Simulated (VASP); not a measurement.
**BaTiO3: single point with PBE+U**

Crystal: BaTiO3.

```xyz
5
Lattice="4.1296 0.0000 0.0000 0.0000 4.1296 0.0000 0.0000 0.0000 4.1296" Properties=species:S:1:pos:R:3 pbc="T T T"
Ba    2.0662    2.0648    2.0648
Ti    0.0525    0.0000    0.0000
O     1.9795    0.0000    0.0000
O    -0.0419    2.0648    0.0000
O    -0.0419    0.0000    2.0648
```

This cell differs from its parent crystal: atoms displaced along a vibrational mode, the cell strained.

```
Program             : VASP 6.6.1
Task                : single point
Functional          : PBE
Potentials or basis : VASP PAW PBE potentials, release 64 (Ba_sv, Ti_sv, O)
Cutoff              : 520 eV
k mesh              : 8 × 8 × 8
Occupations         : gaussian, width 0.05 eV
Spin                : no spin polarisation
Hubbard terms       : Ti d U = 4.0 eV
```

The pressure is -6.5 GPa. The largest force is 0.038 eV/Å and the band gap on the k mesh is 2.04 eV (least direct gap 2.41 eV).

Forces on the atoms (eV/Å):
```
Ba   0.038  0.000  0.000
Ti   0.008  0.000  0.000
O   -0.015  0.000  0.000
O   -0.015  0.000  0.000
O   -0.015  0.000  0.000
```

Stress tensor (GPa, compression positive):
```
-5.13  0.00  0.00
 0.00 -7.22  0.00
 0.00  0.00 -7.22
```

Levels at points of the mesh, in eV from the valence-band top:
| k point | band 17 | band 18 | band 19 | band 20 | band 21 | band 22 | band 23 | band 24 |
| --- | --- | --- | --- | --- | --- | --- | --- | --- |
| (0.00, 0.00, 0.00) | -0.99 | -0.41 | -0.37 | -0.37 | 2.04 | 2.19 | 2.19 | 3.42 |
| (0.50, 0.00, 0.00) | -1.80 | -1.71 | -0.76 | -0.76 | 2.19 | 3.42 | 3.53 | 3.53 |
| (0.00, 0.50, 0.00) | -1.62 | -1.52 | -0.96 | -0.90 | 2.31 | 3.47 | 3.47 | 3.48 |
| (0.50, 0.50, 0.00) | -1.89 | -0.94 | -0.92 | -0.16 | 3.49 | 3.54 | 3.88 | 4.09 |
| (0.00, 0.50, 0.50) | -1.96 | -1.05 | -1.05 | -0.08 | 3.50 | 3.50 | 3.88 | 4.02 |
| (0.50, 0.50, 0.50) | -2.32 | -0.09 | -0.09 | 0.00 | 4.05 | 4.06 | 4.06 | 6.01 |

Eigenvalues of the final occupation matrices:
| site | spin | trace | eigenvalues |
| --- | --- | --- | --- |
| site 2 d | 1 | 0.76 | 0.10 0.11 0.11 0.22 0.23 |
| site 2 d | 2 | 0.76 | 0.10 0.11 0.11 0.22 0.23 |

It took 74 s on 1 thread of Intel(R) Xeon(R) 6975P-C (Granite Rapids), with other jobs on the host, peak memory 0.27 GiB.

Caveat: the cell differs from its parent crystal (atoms displaced along a vibrational mode, the cell strained); the cell stands under tension; spin-orbit coupling is left out, which moves the levels of the heavy elements. A k mesh can miss the band edges.
